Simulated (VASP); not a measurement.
# B2P5 (P-3m1) in VASP: notebook, part 2 of 2

VASP 6.6.1. Earlier steps stand in the parts before.

### 3 Relaxation of cell and atoms, PBE

INCAR

```
SYSTEM = B2P5
  PREC = Accurate
  ENCUT = 600
  EDIFF = 1E-7
  ISMEAR = 0
  SIGMA = 0.2
  LREAL = .FALSE.
  LASPH = .TRUE.
  NELM = 80
  ALGO = Normal
  ISIF = 3
  LWAVE = .FALSE.
  LCHARG = .FALSE.
  GGA = PE
  IBRION = 2
  NSW = 36
  EDIFFG = -0.08
```

KPOINTS

```
Automatic mesh
0
G
  6 6 1
  0 0 0
```

POSCAR

```
B2P5
1.0
    3.2500000000      0.0000000000      0.0000000000
   -1.6250000000      2.8145825600      0.0000000000
    0.0000000000      0.0000000000     23.4000000000
B P
4 10
Direct
    0.0000000000      0.0000000000      0.1860000000
    0.3333333300      0.6666666700      0.4060000000
    0.0000000000      0.0000000000      0.8140000000
    0.6666666700      0.3333333300      0.5940000000
    0.0000000000      0.0000000000      0.2700000000
    0.6666666700      0.3333333300      0.1580000000
    0.6666666700      0.3333333300      0.4330000000
    0.3333333300      0.6666666700      0.3210000000
    0.0000000000      0.0000000000      0.7300000000
    0.3333333300      0.6666666700      0.8420000000
    0.3333333300      0.6666666700      0.5670000000
    0.6666666700      0.3333333300      0.6790000000
    0.3333333300      0.6666666700      0.0260000000
    0.6666666700      0.3333333300      0.9740000000
```

Potentials or basis: VASP PAW PBE potentials, release 64 (B, P).

Launch:

```bash
> cat potpaw_PBE.64/B/POTCAR potpaw_PBE.64/P/POTCAR > POTCAR
> mpirun -np 1 vasp_std > vasp.out
```

OUTCAR:

```text
SYSTEM = B2P5
   PREC = Accurate
   ENCUT = 600
   EDIFF = 1E-7
   ISMEAR = 0
   LREAL = .FALSE.
   LASPH = .TRUE.
   NELM = 80
   ISIF = 3
   GGA = PE
   IBRION = 2
   NSW = 36
   EDIFFG = -0.08

 ion  position               nearest neighbor table
   1  0.000  0.000  0.186-   5 1.97   6 1.99   6 1.99   6 1.99
   2  0.333  0.667  0.406-   7 1.98   7 1.98   7 1.98   8 1.99
   3  0.000  0.000  0.814-   9 1.97  10 1.99  10 1.99  10 1.99
   4  0.667  0.333  0.594-  11 1.98  11 1.98  11 1.98  12 1.99
   5  0.000  0.000  0.270-   1 1.97   8 2.22   8 2.22   8 2.22
   6  0.667  0.333  0.158-   1 1.99   1 1.99   1 1.99
   7  0.667  0.333  0.433-   2 1.98   2 1.98   2 1.98
   8  0.333  0.667  0.321-   2 1.99   5 2.22   5 2.22   5 2.22
   9  0.000  0.000  0.730-   3 1.97  12 2.22  12 2.22  12 2.22
  10  0.333  0.667  0.842-   3 1.99   3 1.99   3 1.99
  11  0.333  0.667  0.567-   4 1.98   4 1.98   4 1.98
  12  0.667  0.333  0.679-   4 1.99   9 2.22   9 2.22   9 2.22
  13  0.333  0.667  0.026-  14 2.24  14 2.24  14 2.24
  14  0.667  0.333  0.974-  13 2.24  13 2.24  13 2.24

  LATTYP: Found a hexagonal cell.
 ALAT       =     3.2500000000
 C/A-ratio  =     7.2000000000

  Lattice vectors:

 A1 = (   3.2500000000,   0.0000000000,   0.0000000000)
 A2 = (  -1.6250000000,   2.8145825600,   0.0000000000)
 A3 = (   0.0000000000,   0.0000000000,  23.4000000000)

Analysis of symmetry for initial positions (statically):
=====================================================================
 Subroutine PRICEL returns:
[... 172 lines left out ...]

 Free energy of the ion-electron system (eV)
  ---------------------------------------------------
  ext. energy  EPLUGINS =         0.00000000
  ---------------------------------------------------
  free energy    TOTEN  =       -79.79002189 eV

  energy without entropy =      -79.72906298  energy(sigma->0) =      -79.75954243

------------------------ aborting loop because EDIFF is reached ----------------------------------------

  FORCE on cell =-STRESS in cart. coord.  units (eV):
  Direction    XX          YY          ZZ          XY          YZ          ZX
  --------------------------------------------------------------------------------------
  -------------------------------------------------------------------------------------
  Total        3.1964205      3.1964205     -4.0159249      0.0000000     -0.0000000     -0.0000000
  in kB       23.9255141     23.9255140    -30.0595830      0.0000000     -0.0000000     -0.0000000
  external PRESSURE =       5.9304817 kB  Pullay stress =       0.0000000 kB
[... 227 lines left out ...]
--------------------------------------- Ionic step        6  -------------------------------------------

 number of electron      62.0000000 magnetization

 Free energy of the ion-electron system (eV)
  ---------------------------------------------------
  ext. energy  EPLUGINS =         0.00000000
  ---------------------------------------------------
  free energy    TOTEN  =       -79.97085025 eV

  energy without entropy =      -79.92424636  energy(sigma->0) =      -79.94754830

 E-fermi :   6.7883     XC(G=0): -10.1819

 val. band max:        6.6070125682   @ k =   0.1667   0.0000   0.0000
 cond. band min:       6.8547735845   @ k =   0.3333   0.0000   0.0000
 fundamental gap:      0.2477610162
 Fermi energy:         6.7883497710

 k-point     1 :       0.0000    0.0000    0.0000
  band No.  band energies     occupation
      1     -10.3053      2.00000
      2     -10.3035      2.00000
      3      -8.6260      2.00000
      4      -7.3312      2.00000
      5      -7.2496      2.00000
      6      -6.6514      2.00000
[... 324 lines left out ...]
  FREE ENERGIE OF THE ION-ELECTRON SYSTEM (eV)
  ---------------------------------------------------
  free  energy   TOTEN  =       -79.9708502495 eV

  energy  without entropy=      -79.9242463591  energy(sigma->0) =      -79.94754830

 reached required accuracy - stopping structural energy minimisation
```

CONTCAR:

```text
B2P5
   1.00000000000000
     3.2922177848200302   -0.0000000000000000   -0.0000000000000000
    -1.6461088924100151    2.8511442340562900    0.0000000000000000
    -0.0000000000000000   -0.0000000000000000   22.8270540998332265
  B               P
     4    10
Direct
     0.0000000000000000    0.0000000000000000    0.1850080040200041
[... 17 lines left out ...]
  0.00000000E+00  0.00000000E+00  0.00000000E+00
  0.00000000E+00  0.00000000E+00  0.00000000E+00
  0.00000000E+00  0.00000000E+00  0.00000000E+00
  0.00000000E+00  0.00000000E+00  0.00000000E+00
  0.00000000E+00  0.00000000E+00  0.00000000E+00
  0.00000000E+00  0.00000000E+00  0.00000000E+00
  0.00000000E+00  0.00000000E+00  0.00000000E+00
  0.00000000E+00  0.00000000E+00  0.00000000E+00
  0.00000000E+00  0.00000000E+00  0.00000000E+00
  0.00000000E+00  0.00000000E+00  0.00000000E+00
  0.00000000E+00  0.00000000E+00  0.00000000E+00
```

Wall time 14 min (1 thread of Intel Xeon 8259CL, shared host); peak memory 0.42 GiB.

Results:

```yaml
Free_energy: -79.9709 eV
Relaxed_volume: 15.30 Å³/atom
Relaxed_cell: a = 3.292 Å, b = 3.292 Å, c = 22.827 Å, α = 90.00°, β = 90.00°, γ = 120.00°
Space_group_after_relaxing_to_0.1_Å: P-3m1 (No. 164)
Energy_gained_by_relaxing: 12.9 meV/atom
Ionic_steps: 6
Pressure_after_relaxing: 0.0 GPa
Largest_force_after_relaxing: 0.039 eV/Å
Band_gap_on_the_k_mesh: zero (bands 31 and 32 overlap by 0.94 eV)
```

Forces on the atoms (eV/Å):
```
B    0.000  0.000  0.019
B    0.000  0.000 -0.027
B    0.000  0.000 -0.019
B    0.000  0.000  0.027
P    0.000  0.000  0.039
P    0.000  0.000 -0.035
P    0.000  0.000  0.018
P    0.000  0.000 -0.030
P    0.000  0.000 -0.039
P    0.000  0.000  0.035
P    0.000  0.000 -0.018
P    0.000  0.000  0.030
P    0.000  0.000 -0.015
P    0.000  0.000  0.015
```

Step by step:
```csv
step,energy change (eV),largest force (eV/Å),pressure (GPa),volume (Å³)
1,0.0000,0.6098,0.59,214.05
2,-0.1639,0.1864,-0.51,215.76
3,-0.1711,0.1328,-0.77,216.18
4,-0.1785,0.1584,0.30,213.89
5,-0.1793,0.1057,0.04,214.43
6,-0.1808,0.0388,-0.01,214.27
```

Final structure:
```xyz
14
Lattice="3.2922 0.0000 0.0000 -1.6461 2.8511 0.0000 0.0000 0.0000 22.8271" Properties=species:S:1:pos:R:3 pbc="T T T"
B     0.0000    0.0000    4.2232
B     0.0000    1.9008    9.2765
B     0.0000    0.0000   18.6039
B     1.6461    0.9504   13.5506
P     0.0000    0.0000    6.1950
P     1.6461    0.9504    3.6436
P     1.6461    0.9504    9.8486
P     0.0000    1.9008    7.3056
P     0.0000    0.0000   16.6320
P     0.0000    1.9008   19.1834
P     0.0000    1.9008   12.9784
P     1.6461    0.9504   15.5215
P     0.0000    1.9008    0.6126
P     1.6461    0.9504   22.2144
```

Caveat: the k points lie up to 0.37 Å⁻¹ apart in the final cell, too coarse for converged energies and pressures of a metal; this functional lacks dispersion, which binds the layers, so the pressure and a relaxed spacing across them are unreliable; the relaxation stopped at a loose force limit of 0.08 eV/Å, so its end isn't a converged minimum.
